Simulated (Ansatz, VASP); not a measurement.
# Two plane-wave programs on SrTiO3

Contents of POSCAR:

```
SrTiO3
1.0
    3.9068515088      0.0000000000      0.0000000000
    0.0000000000      3.9068515088      0.0000000000
    0.0000000000      0.0000000000      3.9068515088
Sr Ti O
1 1 3
Direct
    0.0000000000      0.0000000000      0.0000000000
    0.5000000000      0.5000000000      0.5000000000
    0.5000000000      0.5000000000      0.0000000000
    0.5000000000      0.0000000000      0.5000000000
    0.0000000000      0.5000000000      0.5000000000
```

Contents of INCAR.step1:

```
  ALGO = Normal
  EDIFF = 1E-5
  ENCUT = 520
  GGA = PE
  ISIF = 2
  ISMEAR = 0
  LASPH = T
  LREAL = F
  LWAVE = T
  NBANDS = 28
  NELM = 60
  PREC = Accurate
  SIGMA = 0.01
```

The input INCAR.step2:

```
  AEXX = 0.25
  ALGO = Normal
  EDIFF = 1E-7
  ENCUT = 520
  ISIF = 2
  ISMEAR = 0
  ISTART = 1
  LASPH = T
  LCHARG = T
  LELF = T
  LHFCALC = T
  LMIXTAU = T
  LREAL = F
  LVHAR = T
  LWAVE = F
  METAGGA = R2SCAN
  NBANDS = 28
  NELM = 60
  PREC = Accurate
  PRECFOCK = Fast
  SIGMA = 0.01
```

KPOINTS

```
k-points
0
Gamma
  4 4 4
```

Input for Ansatz:

```yaml
crystal:
  lattice:
    - [3.9068515088, 0.0, 0.0]
    - [0.0, 3.9068515088, 0.0]
    - [0.0, 0.0, 3.9068515088]
  atoms:
    - { symbol: Sr, position: [0.0, 0.0, 0.0] }
    - { symbol: Ti, position: [0.5, 0.5, 0.5] }
    - { symbol: O, position: [0.5, 0.5, 0.0] }
    - { symbol: O, position: [0.5, 0.0, 0.5] }
    - { symbol: O, position: [0.0, 0.5, 0.5] }
kpoints:
  mp_grid: { grid: [4, 4, 4] }
  band_path:
    path: [[0.0, 0.0, 0.0], [0.0, 0.5, 0.0], [0.5, 0.5, 0.0], [0.5, 0.5, 0.5]]
    npoints: 1
hamiltonian:
  xc: r2scan0
scf:
  occupations: { method: fixed }
  n_extra_bands: 5
output:
  forces: true
  stress: true
  eigenvalues: true
```

Alike in both runs: task single point; functional r2SCAN0; k mesh 4 × 4 × 4; no spin polarisation.

```csv
,VASP,Ansatz
version,VASP 6.6.1,Ansatz 0.2.0
potentials or method,"VASP PAW PBE potentials, release 64 (Sr_sv, Ti_sv, O)","plane waves, PAW"
plane-wave cutoff (eV),520,500
occupations,"gaussian, width 0.01 eV",fixed
valence electrons in the cell,40,40
```

Ansatz gave:

```
gap on the k mesh at the Fermi level (eV) : 4.38
pressure (GPa)                            : -4.0
```

Question: What did VASP give for the same quantities?

Answer: gap on the k mesh at the Fermi level (eV): 4.40; pressure (GPa): -3.2.

VASP's potentials were made for PBE, not for r2SCAN0. Ansatz's warnings: stress exchange threshold loose, stress scf threshold loose.
